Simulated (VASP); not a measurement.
Rh:

```
Rh
1.0
     2.66927    0.00000    0.00000
    -1.33463    2.31166    0.00000
     0.00000    0.00000    4.29565
Rh
2
Direct
  0.66667 0.33333 0.75000
  0.33333 0.66667 0.25000
```

This isn't the form of Rh at room conditions, which is fcc.

Base run:

```yaml
Program: VASP 6.6.1
Functional: PBE
Potentials_or_basis: VASP PAW PBE potentials, release 64 (Rh_pv)
Cutoff: 500 eV
k_mesh: 21 × 21 × 12
Occupations: gaussian, width 0.15 eV
Spin: collinear spin, ferromagnetic start
Starting_moments: "[1.0, 1.0] μB"
Fixed_moment: 2 μB
```

Its results: pressure 25.6 GPa; site moments Rh +0.99 μB.

**Question.** The run is repeated on the same cell with these changes: fixed moment from 2 μB to 1 μB; moments at the start from [1.0, 1.0] to [0.5, 0.5]. What comes out?

**Answer.** Pressure 20.4 GPa; site moments Rh +0.50 μB.

Caveats: the cell stands under pressure; the total moment is fixed, so each spin has its own Fermi level and the state may be an excited one.
